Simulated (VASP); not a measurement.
**MgB2: single point with PBE**

MgB2:

```
Mg B
1.0
     2.89922    0.00000    0.00000
    -1.44961    2.51080    0.00000
     0.00000    0.00000    3.62791
Mg B
1 2
Cartesian
  0.0000 0.0000 0.0000
  0.0000 1.6739 1.8140
  1.4496 0.8369 1.8140
```

This cell differs from its parent crystal: strained.

```yaml
Program: VASP 6.6.1
Task: single point
Functional: PBE
Potentials_or_basis: VASP PAW PBE potentials, release 64 (Mg, B)
Cutoff: 520 eV
k_mesh: 15 × 15 × 12
Occupations: gaussian, width 0.1 eV
Spin: no spin polarisation
```

- Pressure: 20.9 GPa
- Band gap on the k mesh: zero (band 4 reaches 7.48 eV, above the bottom of band 5 at 4.01 eV)

Stress tensor (GPa, compression positive):
```
34.84  0.00  0.00
 0.00 34.84  0.00
 0.00  0.00 -7.12
```

Levels at points of the mesh, in eV from the Fermi level:
```tsv
k point	band 1	band 2	band 3	band 4	band 5	band 6	band 7	band 8
(0.00, 0.00, 0.00)	-13.21	-4.23	0.21	0.78	0.78	7.57	7.57	10.56
(0.00, 0.00, 0.50)	-12.08	-8.33	1.04	1.04	7.73	7.73	8.03	9.55
```

It took 32 s on 1 thread of Intel(R) Xeon(R) Platinum 8488C (Sapphire Rapids), with other jobs on the host, peak memory 0.18 GiB.

Caveat: the cell differs from its parent crystal (strained).
